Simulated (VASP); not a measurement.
A run of VASP 6.6.1 is set up as follows.

Contents of INCAR:

```
SYSTEM = MgO
ALGO = Normal
EDIFF = 1E-7
ENCUT = 520
GGA = PE
ISIF = 2
ISMEAR = 0
LASPH = .TRUE.
LCHARG = .FALSE.
LREAL = Auto
LWAVE = .FALSE.
NBANDS = 86
NELM = 80
PREC = Accurate
SIGMA = 0.01
```

KPOINTS

```
Automatic mesh
0
Gamma
  4 4 4
  0.5 0.5 0.5
```

Contents of POSCAR:

```
MgO
1.0
    4.2535896556     -4.2535896556      4.2535896556
   -4.2535896556     -4.2535896556     -4.2535896556
    4.2535896556      4.2535896556     -4.2535896556
Mg O
16 16
Direct
    0.2500000000      0.2500000000      0.5000000000
    0.5000000000      0.2500000000      0.2500000000
    0.5000000000      0.0000000000      0.5000000000
    0.7500000000      0.2500000000      0.0000000000
    0.7500000000      0.0000000000      0.2500000000
    0.7500000000      0.7500000000      0.5000000000
    0.0000000000      0.2500000000      0.7500000000
    0.0000000000      1.0000000000      0.0000000000
    0.0000000000      0.7500000000      0.2500000000
    0.0000000000      0.5000000000      0.5000000000
    0.2500000000      0.0000000000      0.7500000000
    0.2500000000      0.7500000000      0.0000000000
    0.2500000000      0.5000000000      0.2500000000
    0.5000000000      0.7500000000      0.7500000000
    0.5000000000      0.5000000000      0.0000000000
    0.7500000000      0.5000000000      0.7500000000
    0.5000000000      0.2500000000      0.7500000000
    0.7500000000      0.2500000000      0.5000000000
    0.7500000000      0.0000000000      0.7500000000
    0.0000000000      0.2500000000      0.2500000000
    0.0000000000      0.0000000000      0.5000000000
    0.0000000000      0.7500000000      0.7500000000
    0.2500000000      0.2500000000      0.0000000000
    0.2500000000      0.0000000000      0.2500000000
    0.2500000000      0.7500000000      0.5000000000
    0.2500000000      0.5000000000      0.7500000000
    0.5000000000      0.0000000000      0.0000000000
    0.5000000000      0.7500000000      0.2500000000
    0.5000000000      0.5000000000      0.5000000000
    0.7500000000      0.7500000000      0.0000000000
    0.7500000000      0.5000000000      0.2500000000
    0.0000000000      0.5000000000      0.0000000000
```

Potentials or basis: VASP PAW PBE potentials, release 64 (Mg, O).

The run is started by

```bash
$ cat potpaw_PBE.64/Mg/POTCAR potpaw_PBE.64/O/POTCAR > POTCAR
$ mpirun -np 1 vasp_std > vasp.out
```

(1) What does it give for the pressure?

(2) What does it give for the band gap on the k mesh?

## Answers

(1) -0.8 GPa.

(2) 4.86 eV.
